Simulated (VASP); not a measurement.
TaN, 2 atoms in the cell. It takes space group Fm-3m (No. 225, cubic). The conventional cell has a = 4.291 Å, b = 4.291 Å, c = 4.291 Å, α = 90.00°, β = 90.00°, γ = 90.00°. Ta (site symmetry m-3m) has 6 N at 2.15 Å within 2.8 Å. Within 2.8 Å of N (site symmetry m-3m) lie 6 Ta at 2.15 Å. 

| Quantity | Value |
| --- | --- |
| Program | VASP 6.6.1 |
| Task | single point |
| Functional | r2SCAN |
| Potentials or basis | VASP PAW PBE potentials, release 64 (Ta_pv, N) |
| Cutoff | 520 eV |
| k mesh | 10 × 10 × 10 |
| Occupations | fermi-dirac, width 0.05 eV |
| Spin | no spin polarisation |
| Dipole correction | no |
| Further INCAR settings | ALGO = Normal; EDIFF = 1e-06; NBANDS = 15 |

Potentials or basis: VASP PAW PBE potentials, release 64 (Ta_pv, N).

Launch:

```console
$ cat potpaw_PBE.64/Ta_pv/POTCAR potpaw_PBE.64/N/POTCAR > POTCAR
$ cp INCAR.step1 INCAR
$ mpirun -np 1 vasp_std > vasp.out
$ cp INCAR.step2 INCAR
$ mpirun -np 1 vasp_std > vasp.out
```

Hardware: 1 thread of Intel(R) Xeon(R) Platinum 8488C (Sapphire Rapids) (shared host).

**Question.** How long does it take, and how much memory?

**Answer.** It took 34 s on 1 thread of Intel(R) Xeon(R) Platinum 8488C (Sapphire Rapids), with other jobs on the host, peak memory 0.15 GiB. Counts: k points 47.
